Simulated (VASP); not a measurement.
# BP (I-4m2) in VASP: further runs, part 2 of 2

VASP 6.6.1.

## Step 4: Single point, r2SCAN (epitaxial xy strain +2.0%)

Contents of POSCAR:

```
BP
1.0
    0.0000000000      2.3136819823      2.2498250669
    2.3136819823      0.0000000000      2.2498250669
    2.3136819823      2.3136819823      0.0000000000
B P
1 1
Direct
    0.0000000000      0.0000000000      0.0000000000
    0.2500000000      0.2500000000      0.2500000000
```

Contents of INCAR.step1:

```
PREC = Accurate
ENCUT = 520
ISMEAR = 0
SIGMA = 0.01
LREAL = False
LASPH = True
NELM = 60
NBANDS = 11
GGA = PE
ALGO = Normal
EDIFF = 1E-4
LWAVE = True
LCHARG = False
```

Contents of INCAR.step2:

```
PREC = Accurate
ENCUT = 520
EDIFF = 1E-6
ISMEAR = 0
SIGMA = 0.01
LREAL = False
LASPH = True
NELM = 60
ALGO = Normal
ISIF = 2
LWAVE = False
LCHARG = False
METAGGA = R2SCAN
LMIXTAU = True
NBANDS = 11
ISTART = 1
```

Contents of KPOINTS:

```
regular mesh
0
Gamma
  10 10 10
```

Potentials or basis: VASP PAW PBE potentials, release 64 (B, P).

Command:

```console
> cat potpaw_PBE.64/B/POTCAR potpaw_PBE.64/P/POTCAR > POTCAR
> cp INCAR.step1 INCAR
> mpirun -np 1 vasp_std > vasp.out
> cp INCAR.step2 INCAR
> mpirun -np 1 vasp_std > vasp.out
```

OUTCAR:

```text
PREC = Accurate
   ENCUT = 520
   EDIFF = 1E-6
   ISMEAR = 0
   LREAL = False
   LASPH = True
   NELM = 60
   ISIF = 2
   METAGGA = R2SCAN
   ISTART = 1

 ion  position               nearest neighbor table
   1  0.000  0.000  0.000-   2 1.99   2 1.99   2 1.99   2 1.99
   2  0.250  0.250  0.250-   1 1.99   1 1.99   1 1.99   1 1.99

  LATTYP: Found a body centered tetragonal cell.
 ALAT       =     3.2720404384
 C/A-ratio  =     1.3751817004

  Lattice vectors:

 A1 = (   0.0000000000,  -2.3136819823,  -2.2498250669)
 A2 = (   0.0000000000,   2.3136819823,  -2.2498250669)
 A3 = (   2.3136819823,   0.0000000000,   2.2498250669)

Analysis of symmetry for initial positions (statically):
=====================================================================
 Subroutine PRICEL returns:
 Original cell was already a primitive cell.

 Routine SETGRP: Setting up the symmetry group for a
 body centered tetragonal supercell.

 Subroutine GETGRP returns: Found  8 space group operations
 (whereof  8 operations were pure point group operations)
 out of a pool of 16 trial point group operations.

The static configuration has the point symmetry D_2d.

Analysis of symmetry for dynamics (positions and initial velocities):
=====================================================================
 Subroutine PRICEL returns:
 Original cell was already a primitive cell.

 Routine SETGRP: Setting up the symmetry group for a
 body centered tetragonal supercell.

 Subroutine GETGRP returns: Found  8 space group operations
 (whereof  8 operations were pure point group operations)
 out of a pool of 16 trial point group operations.

The dynamic configuration has the point symmetry D_2d.

 Subroutine INISYM returns: Found  8 space group operations
 (whereof  8 operations are pure point group operations),
 and found     1 'primitive' translations

[... 116 lines left out ...]
  Fermi-wavevector in a.u.,A,eV,Ry     =   1.133730  2.142438 17.488149  1.285343
  Thomas-Fermi vector in A             =   2.270433
   LORBIT       =      0    0 simple, 1 ext, 2 COOP (PROOUT), +10 PAW based schemes
   METAGGA = R2SCAN    functional components
   LHFCALC =     F    Hartree Fock is set to
   AEXX    =    0.0000 exact exchange contribution
   IVDW    =     0    specifies the selected vdW correction
   LEPSILON=     F    determine dielectric tensor
   LRPA    =     F    only Hartree local field effects (RPA)
 non-spin polarized calculation
 Gauss-broadening in eV      SIGMA  =   0.01
  energy-cutoff  :      520.00
  volume of cell :       24.09
 maximum number of plane-waves:       662
   NGX = 11   NGY = 11   NGZ = 13

 number of electron       8.0000000 magnetization

 Free energy of the ion-electron system (eV)
  ---------------------------------------------------
  ext. energy  EPLUGINS =         0.00000000
  ---------------------------------------------------
  free energy    TOTEN  =       -17.28677424 eV

  energy without entropy =      -17.28677424  energy(sigma->0) =      -17.28677424

 E-fermi :   7.2966     XC(G=0): -11.3639

 val. band max:        7.2161659240   @ k =   0.0000   0.0000   0.0000
 cond. band min:       8.2673365118   @ k =   0.4000   0.4000   0.0000
 fundamental gap:      1.0511705878
 Fermi energy:         7.2965579752

 k-point     1 :       0.0000    0.0000    0.0000
  band No.  band energies     occupation
      1      -8.9498      2.00000
      2       6.9378      2.00000
      3       6.9378      2.00000
      4       7.2162      2.00000
      5      10.5143      0.00000
      6      10.6898      0.00000
      7      10.6898      0.00000
      8      14.5428      0.00000
      9      19.2085      0.00000
     10      19.2208      0.00000
     11      19.9446      0.00000
[... 309 lines left out ...]
 k-point    24 :       0.4000    0.3000    0.0000
  band No.  band energies     occupation
      1      -5.8374      2.00000
      2       0.7134      2.00000
      3       2.8228      2.00000
      4       3.2394      2.00000
      5       8.8481      0.00000
      6      10.8191      0.00000
      7      16.9427      0.00000
      8      16.9842      0.00000
      9      21.9035      0.00000
     10      22.7634      0.00000
     11      24.9161      0.00000

 [... further k-points ...]
[... 5 lines left out ...]
  --------------------------------------------------------------------------------------
  -------------------------------------------------------------------------------------
  Total       -1.2079322     -1.2079322     -0.0693944      0.0000000      0.0000000      0.0000000
  in kB      -80.3465175    -80.3465175     -4.6158192      0.0000000      0.0000000      0.0000000
  external PRESSURE =     -55.1029514 kB  Pullay stress =       0.0000000 kB

 VOLUME and BASIS-vectors are now :
 -----------------------------------------------------------------------------
  energy-cutoff  :      520.00
  volume of cell :       24.09
      direct lattice vectors                 reciprocal lattice vectors
     0.000000000  2.313681982  2.249825067    -0.216105759  0.216105759  0.222239501
     2.313681982  0.000000000  2.249825067     0.216105759 -0.216105759  0.222239501
     2.313681982  2.313681982  0.000000000     0.216105759  0.216105759 -0.222239501

 POSITION                                       TOTAL-FORCE (eV/Angst)
 -----------------------------------------------------------------------------------
      0.00000      0.00000      0.00000        -0.000000     -0.000000      0.000000
      1.15684      1.15684      1.12491         0.000000      0.000000     -0.000000
 -----------------------------------------------------------------------------------
    total drift:                                0.000000      0.000000      0.000000

  FREE ENERGIE OF THE ION-ELECTRON SYSTEM (eV)
  ---------------------------------------------------
  free  energy   TOTEN  =       -17.2867742433 eV

  energy  without entropy=      -17.2867742433  energy(sigma->0) =      -17.28677424
```

OSZICAR.step1:

```text
N       E                     dE             d eps       ncg     rms          rms(c)
DAV:   1     0.924338769999E+01    0.92434E+01   -0.39381E+03  2244   0.655E+02
DAV:   2    -0.129417637030E+02   -0.22185E+02   -0.21183E+02  3031   0.110E+02
DAV:   3    -0.135543453534E+02   -0.61258E+00   -0.61099E+00  2824   0.158E+01
DAV:   4    -0.135569492698E+02   -0.26039E-02   -0.26036E-02  2598   0.120E+00
DAV:   5    -0.135569632782E+02   -0.14008E-04   -0.14008E-04  2794   0.868E-02    0.689E+00
DAV:   6    -0.130023464736E+02    0.55462E+00   -0.13058E+00  2526   0.485E+00    0.372E+00
DAV:   7    -0.129207922136E+02    0.81554E-01   -0.20359E-01  2794   0.225E+00    0.129E+00
DAV:   8    -0.129133152296E+02    0.74770E-02   -0.25377E-02  2635   0.901E-01    0.183E-01
DAV:   9    -0.129136432168E+02   -0.32799E-03   -0.72100E-04  2638   0.178E-01    0.112E-01
DAV:  10    -0.129138407363E+02   -0.19752E-03   -0.24987E-04  2516   0.990E-02    0.273E-02
DAV:  11    -0.129138512449E+02   -0.10509E-04   -0.10663E-05  1299   0.221E-02
   1 F= -.12913851E+02 E0= -.12913851E+02  d E =-.365685E-29
```

Wall time 42 s (1 thread of Intel Xeon Platinum 8488C (Sapphire Rapids), shared host); peak memory 0.15 GiB.

Results:

```
Free energy            : -17.2868 eV
Pressure               : -5.5 GPa
Band gap on the k mesh : 1.05 eV, indirect (least direct gap 3.30 eV)
```

Stress tensor (GPa, compression positive):
```
-8.03  0.00  0.00
 0.00 -8.03  0.00
 0.00  0.00 -0.46
```

Levels at points of the mesh, in eV from the valence-band top:
| k point | band 2 | band 3 | band 4 | band 5 | band 6 | band 7 |
| --- | --- | --- | --- | --- | --- | --- |
| (0.00, 0.00, 0.00) | -0.28 | -0.28 | 0.00 | 3.30 | 3.47 | 3.47 |
| (0.50, 0.00, 0.00) | -9.46 | -2.19 | -1.83 | 3.67 | 4.69 | 5.05 |
| (0.50, 0.50, 0.00) | -8.98 | -4.61 | -4.61 | 1.20 | 1.49 | 12.57 |
| (0.50, 0.00, 0.50) | -9.23 | -4.34 | -4.29 | 1.52 | 1.89 | 12.26 |

Caveat: the cell differs from its parent crystal (epitaxial xy strain +2.0%); the PAW data sets were made with another functional, which shifts forces and pressure a little. A k mesh can miss the band edges.

## Step 5: Summary

| cell | gap on the mesh (eV) | pressure (GPa) |
| --- | --- | --- |
| a = 3.198, b = 3.198, c = 3.176 Å, angles 60.2, 60.2, 59.5°, 2 atoms | 1.31 | 2.3 |
| a = 3.217, b = 3.217, c = 3.240 Å, angles 59.8, 59.8, 60.5°, 2 atoms | 1.25 | -3.1 |
| a = 3.227, b = 3.227, c = 3.272 Å, angles 59.5, 59.5, 60.9°, 2 atoms | 1.05 | -5.5 |

Alike in all rows: task single point; level r2SCAN; potentials or basis VASP PAW PBE potentials, release 64 (B, P); no spin polarisation; k mesh 10 × 10 × 10; cutoff (eV) 520; smearing gaussian 0.01 eV.

Caveats: the PAW data sets were made with another functional, which shifts forces and pressure a little.

Total energies depend on the potentials used, so only differences within one code and one set of settings carry meaning.
